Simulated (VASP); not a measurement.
# Ge (P6_3/mmc) in VASP: a series of runs

The runs below take Ge through single point, with PBEsol.

Everything below comes from runs of VASP 6.6.1. Logs are shortened: lines on timing, memory, paths and dates and some standing lists are left out, and cuts for length are marked.

## (1) The cell of the first run

The structure is hexagonal, space group P6_3/mmc (No. 194). Conventional cell: a = 3.877 Å, b = 3.877 Å, c = 6.596 Å, α = 90.00°, β = 90.00°, γ = 120.00°. Ge (site symmetry 3m) has 4 Ge at 2.39 to 2.47 Å within 3.2 Å.

## (2) Single point, PBEsol (strain -0.030 along x and y, +0.000 along z)

INCAR

```
SYSTEM = Ge
PREC = Accurate
ENCUT = 520
EDIFF = 1E-7
ISMEAR = 0
SIGMA = 0.15
LREAL = .False.
LASPH = .True.
NELM = 60
ALGO = Normal
ISIF = 2
LWAVE = .False.
LCHARG = .False.
GGA = PS
NBANDS = 36
```

KPOINTS

```
regular mesh
0
Gamma
  12 12 8
  0 0 0
```

POSCAR

```
Ge
1.0
    3.8770588283      0.0000000000      0.0000000000
   -1.9385294141      3.3576314372      0.0000000000
    0.0000000000      0.0000000000      6.5963651330
Ge
4
Direct
    0.6666666667      0.3333333333      0.0629118565
    0.3333333333      0.6666666667      0.5629118565
    0.6666666667      0.3333333333      0.4370881435
    0.3333333333      0.6666666667      0.9370881435
```

Potentials or basis: VASP PAW PBE potentials, release 64 (Ge_d).

Launch:

```sh
$ cat potpaw_PBE.64/Ge_d/POTCAR > POTCAR
$ mpirun -np 1 vasp_std > vasp.out
```

OUTCAR:

```text
SYSTEM = Ge
   PREC = Accurate
   ENCUT = 520
   EDIFF = 1E-7
   ISMEAR = 0
   LREAL = .False.
   LASPH = .True.
   NELM = 60
   ISIF = 2
   GGA = PS

 ion  position               nearest neighbor table
   1  0.667  0.333  0.063-   4 2.39   4 2.39   4 2.39   3 2.47
   2  0.333  0.667  0.563-   3 2.39   3 2.39   3 2.39   4 2.47
   3  0.667  0.333  0.437-   2 2.39   2 2.39   2 2.39   1 2.47
   4  0.333  0.667  0.937-   1 2.39   1 2.39   1 2.39   2 2.47

  LATTYP: Found a hexagonal cell.
 ALAT       =     3.8770588283
 C/A-ratio  =     1.7013838131

  Lattice vectors:

 A1 = (   3.8770588283,   0.0000000000,   0.0000000000)
 A2 = (  -1.9385294141,   3.3576314372,   0.0000000000)
 A3 = (   0.0000000000,   0.0000000000,   6.5963651330)

Analysis of symmetry for initial positions (statically):
=====================================================================
 Subroutine PRICEL returns:
 Original cell was already a primitive cell.

 Routine SETGRP: Setting up the symmetry group for a
 hexagonal supercell.

 Subroutine GETGRP returns: Found 24 space group operations
 (whereof 12 operations were pure point group operations)
 out of a pool of 24 trial point group operations.

The static configuration has the point symmetry D_3d.
 The point group associated with its full space group is D_6h.

Analysis of symmetry for dynamics (positions and initial velocities):
=====================================================================
 Subroutine PRICEL returns:
 Original cell was already a primitive cell.

 Routine SETGRP: Setting up the symmetry group for a
 hexagonal supercell.

 Subroutine GETGRP returns: Found 24 space group operations
 (whereof 12 operations were pure point group operations)
 out of a pool of 24 trial point group operations.

The dynamic configuration has the point symmetry D_3d.
 The point group associated with its full space group is D_6h.

 Subroutine INISYM returns: Found 24 space group operations
 (whereof 12 operations are pure point group operations),
 and found     1 'primitive' translations

----------------------------------------------------------------------------------------

                                     Primitive cell

  volume of cell :      85.8697

  direct lattice vectors                    reciprocal lattice vectors
     3.877058828  0.000000000  0.000000000     0.257927477  0.148914498  0.000000000
    -1.938529414  3.357631437  0.000000000     0.000000000  0.297828996  0.000000000
     0.000000000  0.000000000  6.596365133     0.000000000  0.000000000  0.151598643

  length of vectors
     3.877058828  3.877058828  6.596365133     0.297828996  0.297828996  0.151598643

  position of ions in fractional coordinates (direct lattice)
     0.666666667  0.333333333  0.062911857
     0.333333333  0.666666667  0.562911857
     0.666666667  0.333333333  0.437088143
     0.333333333  0.666666667  0.937088143

  ion indices of the primitive-cell ions
   primitive index   ion index
                 1           1
                 2           2
                 3           3
                 4           4

----------------------------------------------------------------------------------------

 KPOINTS: regular mesh

Automatic generation of k-mesh.
 Grid dimensions read from file:
 generate k-points for:   12   12    8

 Generating k-lattice:

  Cartesian coordinates                     Fractional coordinates (reciprocal lattice)
     0.021493956  0.012409542  0.000000000     0.083333333  0.000000000  0.000000000
     0.000000000  0.024819083  0.000000000     0.000000000  0.083333333  0.000000000
     0.000000000  0.000000000  0.018949830     0.000000000  0.000000000  0.125000000

  Length of vectors
     0.024819083  0.024819083  0.018949830

  Shift w.r.t. Gamma in fractional coordinates (k-lattice)
     0.000000000  0.000000000  0.000000000

 Subroutine IBZKPT returns following result:
 ===========================================

 Found     95 irreducible k-points:

 Following reciprocal coordinates:
            Coordinates               Weight
  0.000000  0.000000  0.000000      1.000000
  0.083333  0.000000  0.000000      6.000000
  0.166667  0.000000  0.000000      6.000000
  0.250000  0.000000  0.000000      6.000000
  0.333333  0.000000  0.000000      6.000000
  0.416667  0.000000  0.000000      6.000000
[... 16 lines left out ...]
  0.250000  0.000000  0.125000     12.000000
  0.333333  0.000000  0.125000     12.000000
 [... further k-points ...]
   k-points           NKPTS =     95   k-points in BZ     NKDIM =     95   number of bands    NBANDS=     36
   number of dos      NEDOS =    301   number of ions     NIONS =      4
   total plane-waves  NPLWV =  45000
   dimension x,y,z NGX =    30 NGY =   30 NGZ =   50
   dimension x,y,z NGXF=    60 NGYF=   60 NGZF=  100
   ions per type =               4
   NGX,Y,Z   is equivalent  to a cutoff of  12.86, 12.86, 12.60 a.u.
   NGXF,Y,Z  is equivalent  to a cutoff of  25.73, 25.73, 25.20 a.u.
 SYSTEM =  Ge
   PREC   = accura    normal or accurate (medium, high low for compatibility)
   ISTART =      0    job   : 0-new  1-cont  2-samecut
   ICHARG =      2    charge: 1-file 2-atom 10-const
   ISPIN  =      1    spin polarized calculation?
   LNONCOLLINEAR =      F non collinear calculations
   LSORBIT =      F    spin-orbit coupling
   LASPH  =      T    aspherical Exc in radial PAW
   ENCUT  =  520.0 eV  38.22 Ry    6.18 a.u.   7.21  7.21 12.26*2*pi/ulx,y,z
   NELM   =     60;   NELMIN=  2; NELMDL= -5     # of ELM steps
   EDIFF  = 0.1E-06   stopping-criterion for ELM
   LREAL  =      F    real-space projection
   EDIFFG = 0.1E-05   stopping-criterion for IOM
   NSW    =      0    number of steps for IOM
   IBRION =     -1    ionic relax: 0-MD 1-quasi-New 2-CG
   NFREE  =      0    steps in history (QN), initial steepest desc. (CG)
   ISIF   =      2    stress and relaxation
   ISYM   =      2    0-nonsym 1-usesym 2-fastsym
   POTIM  = 0.5000    time-step for ionic-motion
   TEBEG  =    0.0;   TEEND  =   0.0 temperature during run
   PSTRESS=    0.0 pullay stress
   NELECT =      56.0000    total number of electrons
   NUPDOWN=      -1.0000    fix difference up-down
   EMIN   =  10.00;   EMAX   =-10.00  energy-range for DOS
   EFERMI =   0.00;   METHOD = LEGACY
   ISMEAR =     0;   SIGMA  =   0.15  broadening in eV -4-tet -1-fermi 0-gaus
   EFERMI_NEDOS =   21; number of points for ismear=-14 and -15
   IALGO  =     38    algorithm
   IMIX   =      4    mixing-type and parameters
     AMIX     =   0.40;   BMIX     =  1.00
     AMIX_MAG =   1.60;   BMIX_MAG =  1.00
  volume/ion in A,a.u.               =      21.47       144.87
  Fermi-wavevector in a.u.,A,eV,Ry     =   1.419681  2.682808 27.422467  2.015494
  Thomas-Fermi vector in A             =   2.540676
   LORBIT       =      0    0 simple, 1 ext, 2 COOP (PROOUT), +10 PAW based schemes
   GGA     = PS    functional components
   LHFCALC =     F    Hartree Fock is set to
   AEXX    =    0.0000 exact exchange contribution
   IVDW    =     0    specifies the selected vdW correction
   LEPSILON=     F    determine dielectric tensor
   LRPA    =     F    only Hartree local field effects (RPA)
 non-spin polarized calculation
 Gauss-broadening in eV      SIGMA  =   0.15
  energy-cutoff  :      520.00
  volume of cell :       85.87
 maximum number of plane-waves:      2337
 NGX is ok and might be reduce to    30
   NGX = 15   NGY = 15   NGZ = 25

 number of electron      55.9999947 magnetization

 Free energy of the ion-electron system (eV)
  ---------------------------------------------------
  ext. energy  EPLUGINS =         0.00000000
  ---------------------------------------------------
  free energy    TOTEN  =       -19.57800577 eV

  energy without entropy =      -19.57647110  energy(sigma->0) =      -19.57723844

 E-fermi :   5.5476     XC(G=0): -10.3811

 val. band max:        5.4903262632   @ k =   0.0000   0.0000   0.1250
 cond. band min:       5.5887804393   @ k =   0.0000   0.0000   0.0000
 fundamental gap:      0.0984541760
 Fermi energy:         5.5476144076

 k-point     1 :       0.0000    0.0000    0.0000
  band No.  band energies     occupation
      1     -19.5120      2.00000
      2     -19.5120      2.00000
      3     -19.4729      2.00000
      4     -19.4729      2.00000
      5     -19.4352      2.00000
      6     -19.4297      2.00000
[... 28 lines left out ...]
     35      10.1094      0.00000
     36      11.5887      0.00000

 k-point     2 :       0.0833    0.0000    0.0000
  band No.  band energies     occupation
      1     -19.5157      2.00000
      2     -19.5137      2.00000
      3     -19.4756      2.00000
      4     -19.4728      2.00000
      5     -19.4462      2.00000
      6     -19.4249      2.00000
[... 28 lines left out ...]
     35      10.4524      0.00000
     36      12.1036      0.00000

 k-point     3 :       0.1667    0.0000    0.0000
  band No.  band energies     occupation
      1     -19.5220      2.00000
      2     -19.5171      2.00000
      3     -19.4814      2.00000
      4     -19.4710      2.00000
      5     -19.4586      2.00000
      6     -19.4167      2.00000
[... 28 lines left out ...]
     35      11.1677      0.00000
     36      11.3363      0.00000

 k-point     4 :       0.2500    0.0000    0.0000
  band No.  band energies     occupation
      1     -19.5253      2.00000
      2     -19.5198      2.00000
      3     -19.4871      2.00000
      4     -19.4704      2.00000
      5     -19.4656      2.00000
      6     -19.4115      2.00000
[... 28 lines left out ...]
     35      12.3055      0.00000
     36      12.3731      0.00000

 k-point     5 :       0.3333    0.0000    0.0000
  band No.  band energies     occupation
      1     -19.5235      2.00000
      2     -19.5211      2.00000
      3     -19.4911      2.00000
      4     -19.4816      2.00000
      5     -19.4555      2.00000
      6     -19.4100      2.00000
[... 655 lines left out ...]
 k-point    22 :       0.1667    0.0000    0.1250
  band No.  band energies     occupation
      1     -19.5204      2.00000
      2     -19.5159      2.00000
      3     -19.4832      2.00000
      4     -19.4736      2.00000
      5     -19.4567      2.00000
      6     -19.4172      2.00000
[... 28 lines left out ...]
     35      11.2149      0.00000
     36      11.4236      0.00000

 k-point    23 :       0.2500    0.0000    0.1250
  band No.  band energies     occupation
      1     -19.5234      2.00000
      2     -19.5188      2.00000
      3     -19.4887      2.00000
      4     -19.4712      2.00000
      5     -19.4651      2.00000
      6     -19.4120      2.00000
[... 28 lines left out ...]
     35      12.0276      0.00000
     36      12.3767      0.00000

 k-point    24 :       0.3333    0.0000    0.1250
  band No.  band energies     occupation
      1     -19.5214      2.00000
      2     -19.5201      2.00000
      3     -19.4925      2.00000
      4     -19.4800      2.00000
      5     -19.4570      2.00000
      6     -19.4102      2.00000
[... 28 lines left out ...]
     35      12.8824      0.00000
     36      12.9235      0.00000

 [... further k-points ...]
[... 5 lines left out ...]
  --------------------------------------------------------------------------------------
  -------------------------------------------------------------------------------------
  Total        3.6605811      3.6605811      0.3809594      0.0000000      0.0000000      0.0000000
  in kB       68.2999702     68.2999702      7.1080278      0.0000000      0.0000000      0.0000000
  external PRESSURE =      47.9026561 kB  Pullay stress =       0.0000000 kB

 VOLUME and BASIS-vectors are now :
 -----------------------------------------------------------------------------
  energy-cutoff  :      520.00
  volume of cell :       85.87
      direct lattice vectors                 reciprocal lattice vectors
     3.877058828  0.000000000  0.000000000     0.257927477  0.148914498  0.000000000
    -1.938529414  3.357631437  0.000000000     0.000000000  0.297828996  0.000000000
     0.000000000  0.000000000  6.596365133     0.000000000  0.000000000  0.151598643

 POSITION                                       TOTAL-FORCE (eV/Angst)
 -----------------------------------------------------------------------------------
      1.93853      1.11921      0.41499        -0.000000      0.000000      0.350256
     -0.00000      2.23842      3.71317         0.000000      0.000000      0.350256
      1.93853      1.11921      2.88319        -0.000000      0.000000     -0.350256
     -0.00000      2.23842      6.18138        -0.000000      0.000000     -0.350256
 -----------------------------------------------------------------------------------
    total drift:                                0.000000     -0.000000      0.000000

  FREE ENERGIE OF THE ION-ELECTRON SYSTEM (eV)
  ---------------------------------------------------
  free  energy   TOTEN  =       -19.5780057749 eV

  energy  without entropy=      -19.5764710999  energy(sigma->0) =      -19.57723844
```

Wall time 6.3 min (1 thread of AMD EPYC 7R13, shared host); peak memory 0.31 GiB.

Results:

- Free energy: -19.5780 eV
- Pressure: 4.8 GPa
- Largest force: 0.350 eV/Å

Forces in eV/Å, atoms in the order of the input:
```
Ge   0.000  0.000  0.350
Ge   0.000  0.000  0.350
Ge   0.000  0.000 -0.350
Ge   0.000  0.000 -0.350
```

Stress tensor (GPa, compression positive):
```
6.83 0.00 0.00
0.00 6.83 0.00
0.00 0.00 0.71
```

Levels at points of the mesh, in eV from the Fermi level:
```tsv
k point	band 24	band 25	band 26	band 27	band 28	band 29	band 30	band 31	band 32	band 33
(0.00, 0.00, 0.00)	-1.52	-1.52	-0.33	0.04	0.04	0.24	0.26	2.32	2.32	2.51
(0.50, 0.00, 0.00)	-7.15	-4.98	-3.29	-3.13	-1.70	0.43	1.60	3.32	3.74	3.95
(0.00, 0.00, 0.50)	-5.13	-0.90	-0.90	-0.90	-0.90	0.97	0.97	3.40	3.40	3.40
(0.50, 0.00, 0.50)	-8.27	-2.90	-2.90	-2.64	-2.64	0.36	0.36	1.84	1.84	6.16
```

Caveat: the cell differs from its parent crystal (strain -0.030 along x and y, +0.000 along z); the PAW data sets were made with another functional, which shifts forces and pressure a little.

(Part 1 of 2 ends here.)
